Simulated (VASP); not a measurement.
NaRh, 2 atoms in the cell. It takes space group P-6m2 (No. 187, hexagonal). The conventional cell has a = 2.760 Å, b = 2.760 Å, c = 5.008 Å, α = 90.00°, β = 90.00°, γ = 120.00°. Na (site symmetry -6m2) has 6 Na at 2.76 Å and 6 Rh at 2.97 Å within 3.6 Å. Rh (site symmetry -6m2) has 6 Rh at 2.76 Å and 6 Na at 2.97 Å within 3.6 Å. 

```yaml
Program: VASP 6.6.1
Task: relaxation of cell and atoms
Functional: PBE
Potentials_or_basis: VASP PAW PBE potentials, release 64 (Na_pv, Rh_pv)
Cutoff: 600 eV
k_mesh: 24 × 24 × 12
Occupations: gaussian, width 0.1 eV
Spin: no spin polarisation
Dipole_correction: no
Further_INCAR_settings: ALGO = Normal; EDIFF = 1e-07; IBRION = 2; EDIFFG = -0.01; NSW = 100; ISIF = 3
```

Potentials or basis: VASP PAW PBE potentials, release 64 (Na_pv, Rh_pv).

The run is started by

```bash
$ cat potpaw_PBE.64/Na_pv/POTCAR potpaw_PBE.64/Rh_pv/POTCAR > POTCAR
$ mpirun -np 1 vasp_std > vasp.out
```

Hardware: 1 thread of AMD EPYC 9R45 96-Core Processor (Zen 5), on a shared host.

Question: How long does it take, and how much memory?

Answer: Wall time 3.5 min on 1 thread of AMD EPYC 9R45 96-Core Processor (Zen 5), on a shared host, peak memory 0.35 GiB. Counts: scf iterations 28, k points 427, ion steps 3.
